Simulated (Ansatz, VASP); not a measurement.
InP in VASP and in Ansatz

Contents of INCAR:

```
ALGO = Normal ; EDIFF = 1E-6
ENCUT = 520 ; GGA = PE
ISIF = 2 ; ISMEAR = 0
LASPH = True ; LCHARG = False
LREAL = False ; LWAVE = False
NBANDS = 16 ; NELM = 80
PREC = Accurate ; SIGMA = 0.05
```

The input KPOINTS:

```
k-points
0
Gamma
  10 10 10
```

POSCAR

```
InP
1.0
    0.0000000000      2.9800342081      3.1588362606
    2.9800342081      0.0000000000      3.1588362606
    2.9800342081      2.9800342081      0.0000000000
In P
1 1
Direct
    0.0000000000      0.0000000000      0.0000000000
    0.7500000000      0.7500000000      0.7500000000
```

Input for Ansatz:

```yaml
crystal:
  lattice:
    - [0.0, 2.9800342081, 3.1588362606]
    - [2.9800342081, 0.0, 3.1588362606]
    - [2.9800342081, 2.9800342081, 0.0]
  atoms:
    - { symbol: In, position: [0.0, 0.0, 0.0] }
    - { symbol: P, position: [0.75, 0.75, 0.75] }
basis:
  ecutwfc: 420
kpoints:
  mp_grid: { grid: [10, 10, 10] }
hamiltonian:
  xc: pbe
scf:
  occupations: { method: gaussian, width: 0.05 }
output:
  forces: true
  stress: true
  eigenvalues: true
```

Change from the starting cell: strain +0.0600 x Voigt [0, 0, 1, 0, 0, 0], atoms carried along.

Alike in both runs: task single point; functional PBE; k mesh 10 × 10 × 10; occupations gaussian, width 0.05 eV; no spin polarisation.

```csv
,VASP,Ansatz
version,VASP 6.6.1,Ansatz 0.2.0
potentials or method,"VASP PAW PBE potentials, release 64 (In_d, P), cutoff 520 eV","scalar-relativistic, plane waves, PAW"
valence electrons in the cell,18,18
```

|  | VASP | Ansatz | Ansatz less VASP |
| --- | --- | --- | --- |
| gap on the k mesh at the Fermi level (eV) | none | none | - |
| pressure (GPa) | -3.1 | -3.1 | +0.04 |
| traceless stress, the component that is largest in VASP (GPa) | -1.78 | -1.78 | 0.000 |

A gap of «none» marks a metal or a gap that the smearing closes. With one functional, cell and mesh, what is left measures potentials, basis and numerics.
